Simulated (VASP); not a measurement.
# Pd: single point with LDA

The system is Pd.

```
CELL_PARAMETERS angstrom
1.48965 1.48965 1.48965
-1.48965 1.48965 1.48965
-1.48965 -1.48965 1.48965
ATOMIC_POSITIONS crystal
Pd 0.00000 0.00000 0.00000
```

```json
{"Program": "VASP 6.6.1", "Task": "single point", "Functional": "LDA", "Potentials or basis": "VASP PAW LDA potentials, release 64 (Pd)", "Cutoff": "500 eV", "k mesh": "10 × 10 × 10", "Occupations": "fermi-dirac, width 0.05 eV", "Spin": "no spin polarisation"}
```

| Item | Value |
| --- | --- |
| Pressure | 20.4 GPa |
| Band gap on the k mesh | zero (band 5 reaches 12.32 eV, above the bottom of band 6 at 10.42 eV) |

Levels at points of the mesh, in eV from the Fermi level:
```
           k point  band 3  band 4  band 5  band 6  band 7  band 8
(0.00, 0.00, 0.00)   -3.56   -3.56   -1.15   -1.15   19.48   19.48
(0.50, 0.00, 0.00)   -1.23   -0.84    0.75    1.14    8.91   15.29
(0.50, 0.50, 0.50)    0.27    0.27    0.27    9.56    9.56    9.56
```

It took 7.7 s on 1 thread of AMD EPYC 9R45 (Zen 5), with other jobs on the host, peak memory 0.09 GiB.
